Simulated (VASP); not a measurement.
# FeS2 (Pnnm) in VASP: notebook

Runs on FeS2. Level: PBE. Tasks: single point, relaxation of cell and atoms.

All numbers are computed with VASP 6.6.1; they aren't measurements. Logs are shortened: lines on timing, memory, paths and dates and some standing lists are left out, and cuts for length are marked.

### Step 1. The cell of the first run

It takes space group Pnnm (No. 58, orthorhombic). The conventional cell has a = 4.439 Å, b = 5.410 Å, c = 3.389 Å, α = 90.00°, β = 90.00°, γ = 90.00°. Within 2.9 Å of Fe (site symmetry 2/m) lie 6 S at 2.23 to 2.24 Å. S (site symmetry m) has 3 Fe at 2.23 to 2.24 Å and 1 S at 2.28 Å within 2.9 Å.

### Step 2. Single point, PBE

File INCAR:

```
PREC = Accurate
ENCUT = 600
EDIFF = 1E-6
ISMEAR = 0
SIGMA = 0.02
LREAL = False
LASPH = True
NELM = 120
ALGO = Normal
ISIF = 2
LWAVE = False
LCHARG = True
GGA = PE
LELF = True
LVHAR = True
NBANDS = 29
GGA_COMPAT = False
```

File KPOINTS:

```
Automatic mesh
0
Gamma
  6 6 8
```

File POSCAR:

```
FeS2
1.0
    4.4389212667      0.0000000000      0.0000000000
    0.0000000000      5.4097833864      0.0000000000
    0.0000000000      0.0000000000      3.3893446617
Fe S
2 4
Direct
    0.0000000000      0.0000000000      0.0000000000
    0.5000000000      0.5000000000      0.5000000000
    0.2062736458      0.3751842722      0.0000000000
    0.2937263542      0.8751842722      0.5000000000
    0.7937263542      0.6248157278      0.0000000000
    0.7062736458      0.1248157278      0.5000000000
```

Potentials or basis: VASP PAW PBE potentials, release 64 (Fe, S).

Launch:

```
cat potpaw_PBE.64/Fe/POTCAR potpaw_PBE.64/S/POTCAR > POTCAR
mpirun -np 1 vasp_std > vasp.out
```

OUTCAR:

```text
PREC = Accurate
   ENCUT = 600
   EDIFF = 1E-6
   ISMEAR = 0
   LREAL = False
   LASPH = True
   NELM = 120
   ISIF = 2
   GGA = PE

 ion  position               nearest neighbor table
   1  0.000  0.000  0.000-   3 2.23   5 2.23   4 2.24   6 2.24   4 2.24   6 2.24
   2  0.500  0.500  0.500-   4 2.23   6 2.23   5 2.24   3 2.24   3 2.24   5 2.24
   3  0.206  0.375  0.000-   1 2.23   2 2.24   2 2.24   5 2.28
   4  0.294  0.875  0.500-   2 2.23   1 2.24   1 2.24   6 2.28
   5  0.794  0.625  0.000-   1 2.23   2 2.24   2 2.24   3 2.28
   6  0.706  0.125  0.500-   2 2.23   1 2.24   1 2.24   4 2.28

  LATTYP: Found a simple orthorhombic cell.
 ALAT       =     3.3893446617
 B/A-ratio  =     1.3096694818
 C/A-ratio  =     1.5961148618

  Lattice vectors:

 A1 = (   0.0000000000,   0.0000000000,   3.3893446617)
 A2 = (   4.4389212667,   0.0000000000,   0.0000000000)
 A3 = (   0.0000000000,   5.4097833864,   0.0000000000)

Analysis of symmetry for initial positions (statically):
=====================================================================
 Subroutine PRICEL returns:
 Original cell was already a primitive cell.

 Routine SETGRP: Setting up the symmetry group for a
 simple orthorhombic supercell.

 Subroutine GETGRP returns: Found  8 space group operations
 (whereof  4 operations were pure point group operations)
 out of a pool of  8 trial point group operations.

The static configuration has the point symmetry C_2h.
 The point group associated with its full space group is D_2h.

Analysis of symmetry for dynamics (positions and initial velocities):
=====================================================================
 Subroutine PRICEL returns:
 Original cell was already a primitive cell.

 Routine SETGRP: Setting up the symmetry group for a
 simple orthorhombic supercell.

 Subroutine GETGRP returns: Found  8 space group operations
 (whereof  4 operations were pure point group operations)
 out of a pool of  8 trial point group operations.

The dynamic configuration has the point symmetry C_2h.
 The point group associated with its full space group is D_2h.

 Subroutine INISYM returns: Found  8 space group operations
 (whereof  4 operations are pure point group operations),
 and found     1 'primitive' translations

----------------------------------------------------------------------------------------

                                     Primitive cell

  volume of cell :      81.3904

  direct lattice vectors                    reciprocal lattice vectors
     4.438921267  0.000000000  0.000000000     0.225279959  0.000000000  0.000000000
     0.000000000  5.409783386  0.000000000     0.000000000  0.184850285  0.000000000
     0.000000000  0.000000000  3.389344662     0.000000000  0.000000000  0.295042287

  length of vectors
     4.438921267  5.409783386  3.389344662     0.225279959  0.184850285  0.295042287

  position of ions in fractional coordinates (direct lattice)
     0.000000000  0.000000000  0.000000000
     0.500000000  0.500000000  0.500000000
     0.206273646  0.375184272  0.000000000
     0.293726354  0.875184272  0.500000000
     0.793726354  0.624815728  0.000000000
     0.706273646  0.124815728  0.500000000

  ion indices of the primitive-cell ions
   primitive index   ion index
                 1           1
                 2           2
                 3           3
                 4           4
                 5           5
                 6           6

----------------------------------------------------------------------------------------

 KPOINTS: Automatic mesh

Automatic generation of k-mesh.
 Grid dimensions read from file:
 generate k-points for:    6    6    8

 Generating k-lattice:

  Cartesian coordinates                     Fractional coordinates (reciprocal lattice)
     0.037546660  0.000000000  0.000000000     0.166666667  0.000000000  0.000000000
     0.000000000  0.030808381  0.000000000     0.000000000  0.166666667  0.000000000
     0.000000000  0.000000000  0.036880286     0.000000000  0.000000000  0.125000000

  Length of vectors
     0.037546660  0.030808381  0.036880286

  Shift w.r.t. Gamma in fractional coordinates (k-lattice)
     0.000000000  0.000000000  0.000000000

 Subroutine IBZKPT returns following result:
 ===========================================

 Found     80 irreducible k-points:

 Following reciprocal coordinates:
            Coordinates               Weight
  0.000000  0.000000  0.000000      1.000000
  0.166667  0.000000  0.000000      2.000000
  0.333333  0.000000  0.000000      2.000000
  0.500000  0.000000  0.000000      1.000000
  0.000000  0.166667  0.000000      2.000000
  0.166667  0.166667  0.000000      4.000000
[... 16 lines left out ...]
  0.333333  0.166667  0.125000      8.000000
  0.500000  0.166667  0.125000      4.000000
 [... further k-points ...]
   k-points           NKPTS =     80   k-points in BZ     NKDIM =     80   number of bands    NBANDS=     29
   number of dos      NEDOS =    301   number of ions     NIONS =      6
   total plane-waves  NPLWV =  48384
   dimension x,y,z NGX =    36 NGY =   48 NGZ =   28
   dimension x,y,z NGXF=    72 NGYF=   96 NGZF=   56
   ions per type =               2   4
   NGX,Y,Z   is equivalent  to a cutoff of  13.48, 14.75, 13.73 a.u.
   NGXF,Y,Z  is equivalent  to a cutoff of  26.97, 29.50, 27.47 a.u.
 SYSTEM =  unknown system
   PREC   = accura    normal or accurate (medium, high low for compatibility)
   ISTART =      0    job   : 0-new  1-cont  2-samecut
   ICHARG =      2    charge: 1-file 2-atom 10-const
   ISPIN  =      1    spin polarized calculation?
   LNONCOLLINEAR =      F non collinear calculations
   LSORBIT =      F    spin-orbit coupling
   LASPH  =      T    aspherical Exc in radial PAW
   ENCUT  =  600.0 eV  44.10 Ry    6.64 a.u.   8.87 10.80  6.77*2*pi/ulx,y,z
   NELM   =    120;   NELMIN=  2; NELMDL= -5     # of ELM steps
   EDIFF  = 0.1E-05   stopping-criterion for ELM
   LREAL  =      F    real-space projection
   EDIFFG = 0.1E-04   stopping-criterion for IOM
   NSW    =      0    number of steps for IOM
   IBRION =     -1    ionic relax: 0-MD 1-quasi-New 2-CG
   NFREE  =      0    steps in history (QN), initial steepest desc. (CG)
   ISIF   =      2    stress and relaxation
   ISYM   =      2    0-nonsym 1-usesym 2-fastsym
   POTIM  = 0.5000    time-step for ionic-motion
   TEBEG  =    0.0;   TEEND  =   0.0 temperature during run
   PSTRESS=    0.0 pullay stress
   NELECT =      40.0000    total number of electrons
   NUPDOWN=      -1.0000    fix difference up-down
   EMIN   =  10.00;   EMAX   =-10.00  energy-range for DOS
   EFERMI =   0.00;   METHOD = LEGACY
   ISMEAR =     0;   SIGMA  =   0.02  broadening in eV -4-tet -1-fermi 0-gaus
   EFERMI_NEDOS =   21; number of points for ismear=-14 and -15
   IALGO  =     38    algorithm
   IMIX   =      4    mixing-type and parameters
     AMIX     =   0.40;   BMIX     =  1.00
     AMIX_MAG =   1.60;   BMIX_MAG =  1.00
  volume/ion in A,a.u.               =      13.57        91.54
  Fermi-wavevector in a.u.,A,eV,Ry     =   1.291925  2.441383 22.709062  1.669069
  Thomas-Fermi vector in A             =   2.423664
   LORBIT       =      0    0 simple, 1 ext, 2 COOP (PROOUT), +10 PAW based schemes
   GGA     = PE    functional components
   LHFCALC =     F    Hartree Fock is set to
   AEXX    =    0.0000 exact exchange contribution
   IVDW    =     0    specifies the selected vdW correction
   LEPSILON=     F    determine dielectric tensor
   LRPA    =     F    only Hartree local field effects (RPA)
 non-spin polarized calculation
 Gauss-broadening in eV      SIGMA  =   0.02
  energy-cutoff  :      600.00
  volume of cell :       81.39
 maximum number of plane-waves:      2764
 NGX is ok and might be reduce to    36
   NGX = 17   NGY = 21   NGZ = 13

 number of electron      39.9999998 magnetization

 Free energy of the ion-electron system (eV)
  ---------------------------------------------------
  ext. energy  EPLUGINS =         0.00000000
  ---------------------------------------------------
  free energy    TOTEN  =       -36.10543319 eV

  energy without entropy =      -36.10543319  energy(sigma->0) =      -36.10543319

 E-fermi :   7.8002     XC(G=0): -11.7171

 val. band max:        7.7020664506   @ k =   0.1667   0.0000   0.2500
 cond. band min:       8.5782185363   @ k =   0.0000   0.5000   0.5000
 fundamental gap:      0.8761520858
 Fermi energy:         7.8001526269

 k-point     1 :       0.0000    0.0000    0.0000
  band No.  band energies     occupation
      1      -8.9463      2.00000
      2      -6.5446      2.00000
      3      -4.7943      2.00000
      4      -4.0629      2.00000
      5       0.1302      2.00000
      6       1.6426      2.00000
[... 21 lines left out ...]
     28      13.5087      0.00000
     29      15.3221      0.00000

 k-point     2 :       0.1667    0.0000    0.0000
  band No.  band energies     occupation
      1      -8.7763      2.00000
      2      -6.5251      2.00000
      3      -4.8193      2.00000
      4      -4.6033      2.00000
      5       0.8957      2.00000
      6       1.1447      2.00000
[... 21 lines left out ...]
     28      13.8770      0.00000
     29      14.4467      0.00000

 k-point     3 :       0.3333    0.0000    0.0000
  band No.  band energies     occupation
      1      -8.2803      2.00000
      2      -6.7547      2.00000
      3      -5.2371      2.00000
      4      -4.9384      2.00000
      5       0.3089      2.00000
      6       0.5446      2.00000
[... 21 lines left out ...]
     28      13.3601      0.00000
     29      14.4584      0.00000

 k-point     4 :       0.5000    0.0000    0.0000
  band No.  band energies     occupation
      1      -7.5218      2.00000
      2      -7.5218      2.00000
      3      -5.1716      2.00000
      4      -5.1716      2.00000
      5       0.1398      2.00000
      6       0.1398      2.00000
[... 597 lines left out ...]
     28      14.5136      0.00000
     29      15.3159      0.00000

 k-point    23 :       0.3333    0.1667    0.1250
  band No.  band energies     occupation
      1      -8.0650      2.00000
      2      -6.7635      2.00000
      3      -5.3380      2.00000
      4      -4.8789      2.00000
      5       0.4252      2.00000
      6       1.0161      2.00000
[... 21 lines left out ...]
     28      14.4103      0.00000
     29      14.9813      0.00000

 k-point    24 :       0.5000    0.1667    0.1250
  band No.  band energies     occupation
      1      -7.3602      2.00000
      2      -7.3602      2.00000
      3      -5.2743      2.00000
      4      -5.2743      2.00000
      5       0.4886      2.00000
      6       0.4886      2.00000
[... 21 lines left out ...]
     28      13.9645      0.00000
     29      15.4687      0.00000

 [... further k-points ...]

------------------------ aborting loop because EDIFF is reached ----------------------------------------

  FORCE on cell =-STRESS in cart. coord.  units (eV):
  Direction    XX          YY          ZZ          XY          YZ          ZX
  --------------------------------------------------------------------------------------
  -------------------------------------------------------------------------------------
  Total       -0.0039145      0.0627543      0.1363274      0.0000000      0.0000000      0.0000000
  in kB       -0.0770575      1.2353246      2.6836170      0.0000000      0.0000000      0.0000000
  external PRESSURE =       1.2806280 kB  Pullay stress =       0.0000000 kB

 VOLUME and BASIS-vectors are now :
 -----------------------------------------------------------------------------
  energy-cutoff  :      600.00
  volume of cell :       81.39
      direct lattice vectors                 reciprocal lattice vectors
     4.438921267  0.000000000  0.000000000     0.225279959  0.000000000  0.000000000
     0.000000000  5.409783386  0.000000000     0.000000000  0.184850285  0.000000000
     0.000000000  0.000000000  3.389344662     0.000000000  0.000000000  0.295042287

 POSITION                                       TOTAL-FORCE (eV/Angst)
 -----------------------------------------------------------------------------------
      0.00000      0.00000      0.00000        -0.000000      0.000000      0.000000
      2.21946      2.70489      1.69467        -0.000000      0.000000      0.000000
      0.91563      2.02967      0.00000        -0.056235      0.032470      0.000000
      1.30383      4.73456      1.69467         0.056235      0.032470      0.000000
      3.52329      3.38012      0.00000         0.056235     -0.032470     -0.000000
      3.13509      0.67523      1.69467        -0.056235     -0.032470      0.000000
 -----------------------------------------------------------------------------------
    total drift:                                0.000000      0.000000      0.000000

  FREE ENERGIE OF THE ION-ELECTRON SYSTEM (eV)
  ---------------------------------------------------
  free  energy   TOTEN  =       -36.1054331918 eV

  energy  without entropy=      -36.1054331918  energy(sigma->0) =      -36.10543319
```

Wall time 3.9 min (1 thread of AMD EPYC 9R45 (Zen 5), shared host); peak memory 0.3 GiB.

Results:

| Item | Value |
| --- | --- |
| Free energy | -36.1054 eV |
| Pressure | 0.1 GPa |
| Largest force | 0.065 eV/Å |
| Band gap on the k mesh | 0.88 eV, indirect (least direct gap 1.20 eV) |

Forces in eV/Å, atoms in the order of the input:
```
Fe   0.000  0.000  0.000
Fe   0.000  0.000  0.000
S   -0.056  0.032  0.000
S    0.056  0.032  0.000
S    0.056 -0.032  0.000
S   -0.056 -0.032  0.000
```

Levels at points of the mesh, in eV from the valence-band top:
| k point | band 17 | band 18 | band 19 | band 20 | band 21 | band 22 | band 23 | band 24 |
| --- | --- | --- | --- | --- | --- | --- | --- | --- |
| (0.00, 0.00, 0.00) | -0.91 | -0.75 | -0.73 | -0.42 | 1.12 | 1.41 | 2.68 | 3.11 |
| (0.50, 0.00, 0.00) | -0.64 | -0.64 | -0.10 | -0.10 | 1.85 | 1.85 | 1.90 | 1.90 |
| (0.00, 0.50, 0.00) | -0.79 | -0.79 | -0.31 | -0.31 | 1.11 | 1.11 | 2.47 | 2.47 |
| (0.50, 0.50, 0.00) | -1.09 | -1.09 | -0.89 | -0.89 | 1.40 | 1.40 | 2.06 | 2.06 |
| (0.00, 0.00, 0.50) | -0.85 | -0.85 | -0.41 | -0.41 | 1.51 | 1.51 | 1.73 | 1.73 |
| (0.50, 0.00, 0.50) | -0.73 | -0.73 | -0.34 | -0.34 | 1.51 | 1.51 | 1.85 | 1.85 |
| (0.00, 0.50, 0.50) | -1.39 | -1.39 | -0.37 | -0.37 | 0.88 | 0.88 | 2.30 | 2.30 |
| (0.50, 0.50, 0.50) | -0.56 | -0.56 | -0.36 | -0.36 | 1.58 | 1.58 | 2.10 | 2.10 |

### Step 3. Relaxation of cell and atoms, PBE

This run uses another cell than the first one, of 13.44 Å³/atom, 0.991 times its volume.

File INCAR:

```
SYSTEM = FeS2
  PREC = Accurate
  ENCUT = 600
  EDIFF = 1E-7
  ISMEAR = 0
  SIGMA = 0.02
  LREAL = .FALSE.
  LASPH = .TRUE.
  NELM = 120
  ALGO = Normal
  ISIF = 3
  LWAVE = .FALSE.
  LCHARG = .FALSE.
  GGA = PE
  IBRION = 2
  NSW = 100
  EDIFFG = -0.005
  GGA_COMPAT = .FALSE.
  NELMIN = 4
```

File KPOINTS:

```
Automatic mesh
0
G
  6 6 8
  0 0 0
```

File POSCAR:

```
FeS2
1.0
    4.4400000000      0.0000000000      0.0000000000
    0.0000000000      5.3900000000      0.0000000000
    0.0000000000      0.0000000000      3.3700000000
Fe S
2 4
Direct
    0.0000000000      0.0000000000      0.0000000000
    0.5000000000      0.5000000000      0.5000000000
    0.2030000000      0.3750000000      0.0000000000
    0.2970000000      0.8750000000      0.5000000000
    0.7970000000      0.6250000000      0.0000000000
    0.7030000000      0.1250000000      0.5000000000
```

Potentials or basis: VASP PAW PBE potentials, release 64 (Fe, S).

Launch:

```
cat potpaw_PBE.64/Fe/POTCAR potpaw_PBE.64/S/POTCAR > POTCAR
mpirun -np 1 vasp_std > vasp.out
```

It took 18 min on 1 thread of AMD EPYC 9R45 (Zen 5), shared host; peak memory 0.29 GiB.

The run converged. Its results:

```
Free energy                            : -36.1061 eV
Relaxed volume                         : 13.57 Å³/atom
Relaxed cell                           : a = 4.438 Å, b = 5.411 Å, c = 3.391 Å, α = 90.00°, β = 90.00°, γ = 90.00°
Space group after relaxing (to 0.05 Å) : Pnnm (No. 58)
Energy gained by relaxing              : 1.3 meV/atom
Ionic steps                            : 8
Pressure after relaxing                : 0.0 GPa
Band gap on the k mesh                 : 0.88 eV, indirect (least direct gap 1.19 eV)
```

Forces in eV/Å, atoms in the order of the input:
```
Fe   0.000  0.000  0.000
Fe   0.000  0.000  0.000
S    0.002 -0.002  0.000
S   -0.002 -0.002  0.000
S   -0.002  0.002  0.000
S    0.002  0.002  0.000
```

The path:
| step | energy change (eV) | largest force (eV/Å) | pressure (GPa) | volume (Å³) |
| --- | --- | --- | --- | --- |
| 1 | 0.0000 | 0.1503 | 1.43 | 80.65 |
| 2 | -0.0042 | 0.0496 | -1.20 | 82.06 |
| 3 | -0.0061 | 0.0814 | -0.28 | 81.55 |
| 4 | -0.0074 | 0.0208 | -0.03 | 81.43 |
| 5 | -0.0074 | 0.0151 | 0.05 | 81.40 |
| 6 | -0.0075 | 0.0069 | -0.02 | 81.44 |
| 7 | -0.0075 | 0.0078 | -0.01 | 81.43 |
| 8 | -0.0075 | 0.0029 | 0.00 | 81.43 |

Final structure:
```yaml
crystal:
  lattice:
    - [4.43775, 0.00000, 0.00000]
    - [0.00000, 5.41140, 0.00000]
    - [0.00000, 0.00000, 3.39088]
  atoms:
    - { symbol: Fe, position: [0.00000, 0.00000, 0.00000] }
    - { symbol: Fe, position: [0.50000, 0.50000, 0.50000] }
    - { symbol: S, position: [0.20514, 0.37585, 0.00000] }
    - { symbol: S, position: [0.29486, 0.87585, 0.50000] }
    - { symbol: S, position: [0.79486, 0.62415, 0.00000] }
    - { symbol: S, position: [0.70514, 0.12415, 0.50000] }
```

Levels at points of the mesh, in eV from the valence-band top:
| k point | band 17 | band 18 | band 19 | band 20 | band 21 | band 22 | band 23 | band 24 |
| --- | --- | --- | --- | --- | --- | --- | --- | --- |
| (0.00, 0.00, 0.00) | -0.92 | -0.74 | -0.72 | -0.44 | 1.15 | 1.42 | 2.71 | 3.10 |
| (0.50, 0.00, 0.00) | -0.63 | -0.63 | -0.10 | -0.10 | 1.87 | 1.87 | 1.88 | 1.88 |
| (0.00, 0.50, 0.00) | -0.78 | -0.78 | -0.31 | -0.31 | 1.12 | 1.12 | 2.46 | 2.46 |
| (0.50, 0.50, 0.00) | -1.08 | -1.08 | -0.88 | -0.88 | 1.40 | 1.40 | 2.03 | 2.03 |
| (0.00, 0.00, 0.50) | -0.86 | -0.86 | -0.40 | -0.40 | 1.50 | 1.50 | 1.72 | 1.72 |
| (0.50, 0.00, 0.50) | -0.73 | -0.73 | -0.33 | -0.33 | 1.52 | 1.52 | 1.90 | 1.90 |
| (0.00, 0.50, 0.50) | -1.39 | -1.39 | -0.37 | -0.37 | 0.88 | 0.88 | 2.27 | 2.27 |
| (0.50, 0.50, 0.50) | -0.56 | -0.56 | -0.35 | -0.35 | 1.61 | 1.61 | 2.09 | 2.09 |

A k mesh can miss the band edges. PBE usually gives volumes a little too large and moduli too small.
